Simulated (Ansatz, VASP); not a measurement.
**Zn in VASP and in Ansatz**

```
Zn
1.0
     4.07856    0.00000    0.00000
    -2.03928    3.53213    0.00000
     0.00000    0.00000    2.47310
Zn
3
Direct
  0.00000 0.00000 0.00000
  0.33333 0.66667 0.50000
  0.66667 0.33333 0.50000
```

Change from the starting cell: volume scaled by 0.76, LAPW.

Alike in both runs: task single point; functional PBE; k mesh 9 × 9 × 12; occupations fermi-dirac, width 0.1 eV; no spin polarisation.

|  | VASP | Ansatz |
| --- | --- | --- |
| version | VASP 6.6.1 | Ansatz 0.2.0 |
| potentials or method | VASP PAW PBE potentials, release 64 (Zn), cutoff 520 eV | all-electron LAPW, scalar-relativistic |

Ansatz gave:

| Quantity | Value |
| --- | --- |
| pressure (GPa) | 35.3 |
| traceless stress, the component that is largest in VASP (GPa) | -0.01 |

Problem. What did VASP give for the same quantities?

Solution. Pressure (GPa): 36.0; traceless stress, the component that is largest in VASP (GPa): -0.06.

Both programs put the cell under a high pressure, so it lies far from rest at this level. Ansatz ran all-electron here, and VASP with PAW potentials.
